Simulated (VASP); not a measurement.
# V2Co (Fd-3m) in VASP: a series of runs, part 2 of 2

VASP 6.6.1. The steps go on from the part before.

### 3 Relaxation of cell and atoms, PBE

This run uses another cell than the first one, of 12.05 Å³/atom.

The input, INCAR:

```
SYSTEM = V2Co
PREC = Accurate
ENCUT = 600
EDIFF = 1E-6
ISMEAR = 0
SIGMA = 0.1
LREAL = .False.
LASPH = .True.
NELM = 80
ALGO = Normal
ISIF = 3
LWAVE = .False.
LCHARG = .False.
GGA = PE
IBRION = 2
NSW = 90
EDIFFG = -0.04
```

The input, KPOINTS:

```
Automatic mesh
0
Gamma
  4 4 4
  0 0 0
```

The input, POSCAR:

```
V2Co
1.0
    0.0000000000      3.3062828056      3.3062828056
    3.3062828056      0.0000000000      3.3062828056
    3.3062828056      3.3062828056      0.0000000000
V Co
4 2
Direct
    0.6250000000      0.6250000000      0.6250000000
    0.1250000000      0.6250000000      0.6250000000
    0.6250000000      0.6250000000      0.1250000000
    0.6250000000      0.1250000000      0.6250000000
    0.0000000000      0.0000000000      0.0000000000
    0.2500000000      0.2500000000      0.2500000000
```

Potentials or basis: VASP PAW PBE potentials, release 64 (V_sv, Co).

On the command line:

```console
$ cat potpaw_PBE.64/V_sv/POTCAR potpaw_PBE.64/Co/POTCAR > POTCAR
$ mpirun -np 1 vasp_std > vasp.out
```

OUTCAR:

```text
SYSTEM = V2Co
   PREC = Accurate
   ENCUT = 600
   EDIFF = 1E-6
   ISMEAR = 0
   LREAL = .False.
   LASPH = .True.
   NELM = 80
   ISIF = 3
   GGA = PE
   IBRION = 2
   NSW = 90
   EDIFFG = -0.04

 ion  position               nearest neighbor table
   1  0.625  0.625  0.625-   2 2.34   3 2.34   4 2.34   3 2.34   4 2.34   2 2.34   6 2.74   5 2.74
                             6 2.74   5 2.74   6 2.74   5 2.74
   2  0.125  0.625  0.625-   1 2.34   3 2.34   4 2.34   1 2.34   3 2.34   4 2.34   5 2.74   6 2.74
                             5 2.74   5 2.74   6 2.74   6 2.74
   3  0.625  0.625  0.125-   1 2.34   1 2.34   2 2.34   4 2.34   4 2.34   2 2.34   6 2.74   5 2.74
                             6 2.74   5 2.74   6 2.74   5 2.74
   4  0.625  0.125  0.625-   1 2.34   3 2.34   1 2.34   2 2.34   3 2.34   2 2.34   5 2.74   6 2.74
                             5 2.74   6 2.74   6 2.74   5 2.74
   5  0.000  0.000  0.000-   1 2.74   3 2.74   4 2.74   1 2.74   2 2.74   3 2.74   1 2.74   2 2.74
                             4 2.74   2 2.74   3 2.74   4 2.74   6 2.86   6 2.86   6 2.86   6 2.86
   6  0.250  0.250  0.250-   2 2.74   3 2.74   4 2.74   1 2.74   2 2.74   4 2.74   1 2.74   2 2.74
                             3 2.74   1 2.74   3 2.74   4 2.74   5 2.86   5 2.86   5 2.86   5 2.86

  LATTYP: Found a face centered cubic cell.
 ALAT       =     6.6125656112

  Lattice vectors:

 A1 = (   0.0000000000,   3.3062828056,   3.3062828056)
 A2 = (   3.3062828056,   0.0000000000,   3.3062828056)
 A3 = (   3.3062828056,   3.3062828056,   0.0000000000)

Analysis of symmetry for initial positions (statically):
=====================================================================
[... 158 lines left out ...]

 number of electron      69.9999990 magnetization

 Free energy of the ion-electron system (eV)
  ---------------------------------------------------
  ext. energy  EPLUGINS =         0.00000000
  ---------------------------------------------------
  free energy    TOTEN  =       -48.56128350 eV

  energy without entropy =      -48.54230280  energy(sigma->0) =      -48.55179315

 E-fermi :  10.3841     XC(G=0): -13.2381

 val. band max:       10.3557740195   @ k =  -0.2500   0.2500   0.0000
 cond. band min:      10.4186023243   @ k =   0.5000   0.0000   0.0000
 fundamental gap:      0.0628283047
 Fermi energy:        10.3840850787

 k-point     1 :       0.0000    0.0000    0.0000
  band No.  band energies     occupation
      1     -53.6427      2.00000
      2     -53.1233      2.00000
      3     -53.1233      2.00000
      4     -53.1233      2.00000
      5     -28.7910      2.00000
      6     -27.7827      2.00000
[... 428 lines left out ...]
--------------------------------------- Ionic step        3  -------------------------------------------

 number of electron      69.9999994 magnetization

 Free energy of the ion-electron system (eV)
  ---------------------------------------------------
  ext. energy  EPLUGINS =         0.00000000
  ---------------------------------------------------
  free energy    TOTEN  =       -48.67101865 eV

  energy without entropy =      -48.64706742  energy(sigma->0) =      -48.65904304

 E-fermi :   9.6954     XC(G=0): -12.9527

 val. band max:        9.6906653375   @ k =  -0.2500   0.2500   0.0000
 cond. band min:       9.7731694449   @ k =  -0.2500   0.2500   0.0000
 fundamental gap:      0.0825041074
 Fermi energy:         9.6953860382

 k-point     1 :       0.0000    0.0000    0.0000
  band No.  band energies     occupation
      1     -54.3105      2.00000
      2     -53.8760      2.00000
      3     -53.8760      2.00000
      4     -53.8760      2.00000
      5     -29.2640      2.00000
      6     -28.4205      2.00000
[... 382 lines left out ...]
  FREE ENERGIE OF THE ION-ELECTRON SYSTEM (eV)
  ---------------------------------------------------
  free  energy   TOTEN  =       -48.6710186540 eV

  energy  without entropy=      -48.6470674226  energy(sigma->0) =      -48.65904304

 reached required accuracy - stopping structural energy minimisation
```

CONTCAR:

```text
V2Co
   1.00000000000000
     0.0000000000000000    3.3628917173198287    3.3628917173198287
     3.3628917173198287   -0.0000000000000000    3.3628917173198287
     3.3628917173198287    3.3628917173198287   -0.0000000000000000
  V               Co
     4     2
Direct
     0.6250000000000000    0.6250000000000000    0.6250000000000000
     0.1250000000000000    0.6250000000000000    0.6250000000000000
     0.6250000000000000    0.6250000000000000    0.1250000000000000
     0.6250000000000000    0.1250000000000000    0.6250000000000000
     0.0000000000000000    0.0000000000000000    0.0000000000000000
     0.2500000000000000    0.2500000000000000    0.2500000000000000

  0.00000000E+00  0.00000000E+00  0.00000000E+00
  0.00000000E+00  0.00000000E+00  0.00000000E+00
  0.00000000E+00  0.00000000E+00  0.00000000E+00
  0.00000000E+00  0.00000000E+00  0.00000000E+00
  0.00000000E+00  0.00000000E+00  0.00000000E+00
  0.00000000E+00  0.00000000E+00  0.00000000E+00
```

Wall time 2.5 min (1 thread of Oxide Virtual Turin-like, shared host); peak memory 0.22 GiB.

What came out:

```yaml
Free_energy: -48.6710 eV
Relaxed_volume: 12.68 Å³/atom
Relaxed_cell: a = 4.756 Å, b = 4.756 Å, c = 4.756 Å, α = 60.00°, β = 60.00°, γ = 60.00°
Space_group_after_relaxing_to_0.1_Å: Fd-3m (No. 227)
Energy_gained_by_relaxing: 18.3 meV/atom
Ionic_steps: 3
Pressure_after_relaxing: -0.1 GPa
Band_gap_on_the_k_mesh: zero (bands 35 and 36 overlap by 0.60 eV)
```

The path:
```tsv
step	energy change (eV)	largest force (eV/Å)	pressure (GPa)	volume (Å³)
1	0.0000	0.0000	9.89	72.29
2	0.0115	0.0000	-8.59	80.35
3	-0.1097	0.0000	-0.10	76.06
```

Final structure:
```yaml
crystal:
  lattice:
    - [0.00000, 3.36289, 3.36289]
    - [3.36289, 0.00000, 3.36289]
    - [3.36289, 3.36289, 0.00000]
  atoms:
    - { symbol: V, position: [0.62500, 0.62500, 0.62500] }
    - { symbol: V, position: [0.12500, 0.62500, 0.62500] }
    - { symbol: V, position: [0.62500, 0.62500, 0.12500] }
    - { symbol: V, position: [0.62500, 0.12500, 0.62500] }
    - { symbol: Co, position: [0.00000, 0.00000, 0.00000] }
    - { symbol: Co, position: [0.25000, 0.25000, 0.25000] }
```

Levels at points of the mesh, in eV from the Fermi level:
| k point | band 31 | band 32 | band 33 | band 34 | band 35 | band 36 | band 37 | band 38 | band 39 | band 40 |
| --- | --- | --- | --- | --- | --- | --- | --- | --- | --- | --- |
| (0.00, 0.00, 0.00) | -1.27 | -0.44 | -0.44 | -0.44 | -0.40 | -0.40 | 2.40 | 2.40 | 2.40 | 2.86 |
| (0.50, 0.00, 0.00) | -0.97 | -0.72 | -0.72 | -0.59 | -0.01 | 0.50 | 0.50 | 0.71 | 0.71 | 0.84 |
| (0.50, 0.50, 0.00) | -0.68 | -0.68 | -0.46 | -0.46 | 0.11 | 0.11 | 0.59 | 0.59 | 1.07 | 1.07 |

Caveat: the k points lie up to 0.40 Å⁻¹ apart in the final cell, too coarse for converged energies and pressures of a metal; the run has no spin polarisation, though such a crystal can be magnetic. Spin polarisation is off, so any magnetic state and its effect on volume and gap are missing.

### 4 Single point, PBE

The input, INCAR:

```
PREC = Accurate
ENCUT = 520
EDIFF = 1E-7
ISMEAR = 0
SIGMA = 0.1
LREAL = False
LASPH = True
NELM = 100
ALGO = Fast
ISIF = 2
LWAVE = False
LCHARG = False
GGA = PE
NBANDS = 44
```

The input, KPOINTS:

```
regular mesh
0
Gamma
  10 10 10
```

The input, POSCAR:

```
V2Co
1.0
    0.0000000000      3.3586187090      3.3586187090
    3.3586187090      0.0000000000      3.3586187090
    3.3586187090      3.3586187090      0.0000000000
V Co
4 2
Direct
    0.1250000000      0.1250000000      0.1250000000
    0.6250000000      0.1250000000      0.1250000000
    0.1250000000      0.1250000000      0.6250000000
    0.1250000000      0.6250000000      0.1250000000
    0.5000000000      0.5000000000      0.5000000000
    0.7500000000      0.7500000000      0.7500000000
```

Potentials or basis: VASP PAW PBE potentials, release 64 (V_sv, Co).

On the command line:

```console
$ cat potpaw_PBE.64/V_sv/POTCAR potpaw_PBE.64/Co/POTCAR > POTCAR
$ mpirun -np 1 vasp_std > vasp.out
```

OUTCAR:

```text
PREC = Accurate
   ENCUT = 520
   EDIFF = 1E-7
   ISMEAR = 0
   LREAL = False
   LASPH = True
   NELM = 100
   ISIF = 2
   GGA = PE

 ion  position               nearest neighbor table
   1  0.125  0.125  0.125-   2 2.37   3 2.37   4 2.37   3 2.37   4 2.37   2 2.37   6 2.78   5 2.78
                             6 2.78   5 2.78   6 2.78   5 2.78
   2  0.625  0.125  0.125-   1 2.37   3 2.37   4 2.37   1 2.37   3 2.37   4 2.37   5 2.78   6 2.78
                             5 2.78   6 2.78   6 2.78   5 2.78
   3  0.125  0.125  0.625-   1 2.37   1 2.37   2 2.37   4 2.37   4 2.37   2 2.37   6 2.78   5 2.78
                             6 2.78   5 2.78   6 2.78   5 2.78
   4  0.125  0.625  0.125-   1 2.37   3 2.37   1 2.37   2 2.37   3 2.37   2 2.37   6 2.78   5 2.78
                             6 2.78   5 2.78   6 2.78   5 2.78
   5  0.500  0.500  0.500-   1 2.78   3 2.78   4 2.78   1 2.78   2 2.78   3 2.78   2 2.78   4 2.78
                             1 2.78   2 2.78   3 2.78   4 2.78   6 2.91   6 2.91   6 2.91   6 2.91
   6  0.750  0.750  0.750-   2 2.78   4 2.78   1 2.78   2 2.78   3 2.78   1 2.78   3 2.78   4 2.78
                             2 2.78   3 2.78   4 2.78   1 2.78   5 2.91   5 2.91   5 2.91   5 2.91

  LATTYP: Found a face centered cubic cell.
 ALAT       =     6.7172374180

  Lattice vectors:

 A1 = (   0.0000000000,   3.3586187090,   3.3586187090)
 A2 = (   3.3586187090,   0.0000000000,   3.3586187090)
 A3 = (   3.3586187090,   3.3586187090,   0.0000000000)

Analysis of symmetry for initial positions (statically):
=====================================================================
 Subroutine PRICEL returns:
 Original cell was already a primitive cell.

 Routine SETGRP: Setting up the symmetry group for a
 face centered cubic supercell.

 Subroutine GETGRP returns: Found 48 space group operations
 (whereof 24 operations were pure point group operations)
 out of a pool of 48 trial point group operations.

The static configuration has the point symmetry T_d .
 The point group associated with its full space group is O_h .

Analysis of symmetry for dynamics (positions and initial velocities):
=====================================================================
 Subroutine PRICEL returns:
 Original cell was already a primitive cell.

 Routine SETGRP: Setting up the symmetry group for a
 face centered cubic supercell.

 Subroutine GETGRP returns: Found 48 space group operations
 (whereof 24 operations were pure point group operations)
 out of a pool of 48 trial point group operations.

The dynamic configuration has the point symmetry T_d .
 The point group associated with its full space group is O_h .

 Subroutine INISYM returns: Found 48 space group operations
 (whereof 24 operations are pure point group operations),
 and found     1 'primitive' translations

----------------------------------------------------------------------------------------

                                     Primitive cell

  volume of cell :      75.7726

  direct lattice vectors                    reciprocal lattice vectors
     0.000000000  3.358618709  3.358618709    -0.148870724  0.148870724  0.148870724
     3.358618709  0.000000000  3.358618709     0.148870724 -0.148870724  0.148870724
     3.358618709  3.358618709  0.000000000     0.148870724  0.148870724 -0.148870724

  length of vectors
     4.749804129  4.749804129  4.749804129     0.257851658  0.257851658  0.257851658

  position of ions in fractional coordinates (direct lattice)
     0.125000000  0.125000000  0.125000000
     0.625000000  0.125000000  0.125000000
[... 44 lines left out ...]
  0.200000  0.000000  0.000000      8.000000
  0.300000  0.000000  0.000000      8.000000
  0.400000  0.000000  0.000000      8.000000
  0.500000  0.000000  0.000000      4.000000
[... 16 lines left out ...]
  0.300000  0.300000  0.000000      6.000000
  0.400000  0.300000  0.000000     24.000000
 [... further k-points ...]
   k-points           NKPTS =     47   k-points in BZ     NKDIM =     47   number of bands    NBANDS=     44
   number of dos      NEDOS =    301   number of ions     NIONS =      6
   total plane-waves  NPLWV =  46656
   dimension x,y,z NGX =    36 NGY =   36 NGZ =   36
   dimension x,y,z NGXF=    72 NGYF=   72 NGZF=   72
   ions per type =               4   2
   NGX,Y,Z   is equivalent  to a cutoff of  12.60, 12.60, 12.60 a.u.
   NGXF,Y,Z  is equivalent  to a cutoff of  25.20, 25.20, 25.20 a.u.
 SYSTEM =  unknown system
   PREC   = accura    normal or accurate (medium, high low for compatibility)
   ISTART =      0    job   : 0-new  1-cont  2-samecut
   ICHARG =      2    charge: 1-file 2-atom 10-const
   ISPIN  =      1    spin polarized calculation?
   LNONCOLLINEAR =      F non collinear calculations
   LSORBIT =      F    spin-orbit coupling
   LASPH  =      T    aspherical Exc in radial PAW
   ENCUT  =  520.0 eV  38.22 Ry    6.18 a.u.   8.83  8.83  8.83*2*pi/ulx,y,z
   NELM   =    100;   NELMIN=  2; NELMDL= -5     # of ELM steps
   EDIFF  = 0.1E-06   stopping-criterion for ELM
   LREAL  =      F    real-space projection
   EDIFFG = 0.1E-05   stopping-criterion for IOM
   NSW    =      0    number of steps for IOM
   IBRION =     -1    ionic relax: 0-MD 1-quasi-New 2-CG
   NFREE  =      0    steps in history (QN), initial steepest desc. (CG)
   ISIF   =      2    stress and relaxation
   ISYM   =      2    0-nonsym 1-usesym 2-fastsym
   POTIM  = 0.5000    time-step for ionic-motion
   TEBEG  =    0.0;   TEEND  =   0.0 temperature during run
   PSTRESS=    0.0 pullay stress
   NELECT =      70.0000    total number of electrons
   NUPDOWN=      -1.0000    fix difference up-down
   EMIN   =  10.00;   EMAX   =-10.00  energy-range for DOS
   EFERMI =   0.00;   METHOD = LEGACY
   ISMEAR =     0;   SIGMA  =   0.10  broadening in eV -4-tet -1-fermi 0-gaus
   EFERMI_NEDOS =   21; number of points for ismear=-14 and -15
   IALGO  =     68    algorithm
   IMIX   =      4    mixing-type and parameters
     AMIX     =   0.40;   BMIX     =  1.00
     AMIX_MAG =   1.60;   BMIX_MAG =  1.00
  volume/ion in A,a.u.               =      12.63        85.22
  Fermi-wavevector in a.u.,A,eV,Ry     =   1.594423  3.013022 34.588511  2.542184
  Thomas-Fermi vector in A             =   2.692500
   LORBIT       =      0    0 simple, 1 ext, 2 COOP (PROOUT), +10 PAW based schemes
   GGA     = PE    functional components
   LHFCALC =     F    Hartree Fock is set to
   AEXX    =    0.0000 exact exchange contribution
   IVDW    =     0    specifies the selected vdW correction
   LEPSILON=     F    determine dielectric tensor
   LRPA    =     F    only Hartree local field effects (RPA)
 non-spin polarized calculation
 RMM-DIIS sequential band-by-band and
 Gauss-broadening in eV      SIGMA  =   0.10
  energy-cutoff  :      520.00
  volume of cell :       75.77
 maximum number of plane-waves:      2085
   NGX = 17   NGY = 17   NGZ = 17

 number of electron      70.0000026 magnetization

 Free energy of the ion-electron system (eV)
  ---------------------------------------------------
  ext. energy  EPLUGINS =         0.00000000
  ---------------------------------------------------
  free energy    TOTEN  =       -48.69183015 eV

  energy without entropy =      -48.67190733  energy(sigma->0) =      -48.68186874

 E-fermi :   9.7267     XC(G=0): -12.9736

 val. band max:        9.7083503523   @ k =   0.3000   0.2000   0.0000
 cond. band min:       9.7333453951   @ k =   0.4000   0.4000   0.0000
 fundamental gap:      0.0249950428
 Fermi energy:         9.7267325013

 k-point     1 :       0.0000    0.0000    0.0000
  band No.  band energies     occupation
      1     -54.2531      2.00000
      2     -53.8127      2.00000
      3     -53.8127      2.00000
      4     -53.8127      2.00000
      5     -29.2173      2.00000
      6     -28.3661      2.00000
[... 1117 lines left out ...]
     43      11.9331      0.00000
     44      12.0522      0.00000

 [... further k-points ...]
[... 5 lines left out ...]
  --------------------------------------------------------------------------------------
  -------------------------------------------------------------------------------------
  Total        0.2559796      0.2559796      0.2559796      0.0000000      0.0000000     -0.0000000
  in kB        5.4125729      5.4125729      5.4125729      0.0000000      0.0000000     -0.0000000
  external PRESSURE =       5.4125729 kB  Pullay stress =       0.0000000 kB

 VOLUME and BASIS-vectors are now :
 -----------------------------------------------------------------------------
  energy-cutoff  :      520.00
  volume of cell :       75.77
      direct lattice vectors                 reciprocal lattice vectors
     0.000000000  3.358618709  3.358618709    -0.148870724  0.148870724  0.148870724
     3.358618709  0.000000000  3.358618709     0.148870724 -0.148870724  0.148870724
     3.358618709  3.358618709  0.000000000     0.148870724  0.148870724 -0.148870724

 POSITION                                       TOTAL-FORCE (eV/Angst)
 -----------------------------------------------------------------------------------
      0.83965      0.83965      0.83965         0.000000     -0.000000     -0.000000
      0.83965      2.51896      2.51896         0.000000     -0.000000      0.000000
      2.51896      2.51896      0.83965         0.000000     -0.000000     -0.000000
      2.51896      0.83965      2.51896         0.000000     -0.000000      0.000000
      3.35862      3.35862      3.35862         0.000000      0.000000     -0.000000
      5.03793      5.03793      5.03793        -0.000000     -0.000000      0.000000
 -----------------------------------------------------------------------------------
    total drift:                                0.000000      0.000000      0.000000

  FREE ENERGIE OF THE ION-ELECTRON SYSTEM (eV)
  ---------------------------------------------------
  free  energy   TOTEN  =       -48.6918301518 eV

  energy  without entropy=      -48.6719073260  energy(sigma->0) =      -48.68186874
```

OSZICAR:

```text
N       E                     dE             d eps       ncg     rms          rms(c)
DAV:   1     0.103138215505E+04    0.10314E+04   -0.38278E+04  4192   0.198E+03
DAV:   2     0.185766250005E+02   -0.10128E+04   -0.99506E+03  4140   0.618E+02
[... 14 lines left out ...]
RMM:  17    -0.486918274924E+02   -0.18764E-04   -0.19080E-04  6568   0.341E-02    0.166E-02
RMM:  18    -0.486918295143E+02   -0.20219E-05   -0.23920E-05  5376   0.199E-02    0.124E-02
RMM:  19    -0.486918307251E+02   -0.12108E-05   -0.84119E-06  5266   0.105E-02    0.112E-02
RMM:  20    -0.486918302862E+02    0.43881E-06   -0.28884E-06  5113   0.530E-03    0.482E-03
RMM:  21    -0.486918301513E+02    0.13489E-06   -0.88858E-07  4224   0.363E-03    0.557E-04
RMM:  22    -0.486918301518E+02   -0.44383E-09   -0.22304E-07  3464   0.212E-03
   1 F= -.48691830E+02 E0= -.48681869E+02  d E =-.199228E-01
```

It took 4.3 min on 1 thread of Oxide Virtual Turin-like, shared host; peak memory 0.25 GiB.

Results:

```yaml
Free_energy: -48.6918 eV
Pressure: 0.5 GPa
Band_gap_on_the_k_mesh: zero (bands 35 and 36 overlap by 0.66 eV)
```

Levels at points of the mesh, in eV from the Fermi level:
```
           k point  band 33  band 34  band 35  band 36  band 37  band 38
(0.00, 0.00, 0.00)    -0.42    -0.42    -0.39    -0.39     2.43     2.43
(0.50, 0.00, 0.00)    -0.71    -0.58     0.02     0.52     0.52     0.73
(0.50, 0.50, 0.00)    -0.45    -0.45     0.13     0.13     0.61     0.61
```

Caveat: the run has no spin polarisation, though such a crystal can be magnetic. Spin polarisation is off, so any magnetic state and its effect on volume and gap are missing.

### 5 The runs side by side

| task | cell | k mesh | cutoff (eV) | gap on the mesh (eV) | pressure (GPa) |
| --- | --- | --- | --- | --- | --- |
| single point | a = 4.749 Å, angles 60.0°, 6 atoms | 4 × 4 × 4 | 520 | none | 0.9 |
| relaxation of cell and atoms | relaxed from a = 4.676 Å, angles 60.0°, 6 atoms | 4 × 4 × 4 | 600 | none | -0.1 |
| single point | a = 4.750 Å, angles 60.0°, 6 atoms | 10 × 10 × 10 | 520 | none | 0.5 |

Alike in all rows: level PBE; potentials or basis VASP PAW PBE potentials, release 64 (V_sv, Co); no spin polarisation; smearing gaussian 0.1 eV.

Caveats: some runs use coarse meshes; the run has no spin polarisation, though such a crystal can be magnetic.

Total energies depend on the potentials used, so only differences within one code and one set of settings carry meaning.

The gap in the log of VASP goes by the Fermi energy; the results here count the filled bands.